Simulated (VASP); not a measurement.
Write the native input for VASP 6.6.1 that does the following.

| Quantity | Value |
| --- | --- |
| Task | single point |
| Functional | LDA |
| Potentials or basis | VASP PAW LDA potentials, release 64 (Re) |
| Cutoff | 520 eV |
| k mesh | 11 × 11 × 6 |
| Occupations | fermi-dirac, width 0.05 eV |
| Spin | no spin polarisation |
| Dipole correction | no |
| Further INCAR settings | ALGO = Normal; EDIFF = 1e-06; NBANDS = 14 |

The structure of Re lies in POSCAR:

```
Re
1.0
    2.7044413289      0.0000000000      0.0000000000
   -1.3522206645      2.3421148939      0.0000000000
    0.0000000000      0.0000000000      4.3671907899
Re
2
Direct
    0.6666666667      0.3333333333      0.7500000000
    0.3333333333      0.6666666667      0.2500000000
```

One way to write it, as run:

INCAR

```
PREC     = Accurate       # precision mode
ENCUT    = 520            # plane-wave cutoff, eV
EDIFF    = 1E-6           # SCF threshold, eV
ISMEAR   = -1             # smearing method
SIGMA    = 0.05           # smearing width, eV
LREAL    = F              # projectors in reciprocal space
LASPH    = T              # aspherical terms in the spheres
NELM     = 100            # most SCF steps
ALGO     = Normal         # electronic algorithm
ISIF     = 2              # what is computed and relaxed
LWAVE    = F              # write WAVECAR
LCHARG   = F              # write CHGCAR
NBANDS   = 14             # bands
```

KPOINTS

```
Automatic mesh
0
Gamma
  11 11 6
```

Potentials or basis: VASP PAW LDA potentials, release 64 (Re).

Command:

```bash
$ cat potpaw_LDA.64/Re/POTCAR > POTCAR
$ mpirun -np 1 vasp_std > vasp.out
```

Results of the run:

The pressure is 17.5 GPa and the band gap on the k mesh is zero (band 7 reaches 10.31 eV, above the bottom of band 8 at 6.73 eV).

Caveat: spin-orbit coupling is left out, which moves the levels of the heavy elements.

Run time: 15 s on 1 thread of Intel(R) Xeon(R) Platinum 8375C CPU @ 2.90GHz (Ice Lake) (shared host), peak memory 0.14 GiB.
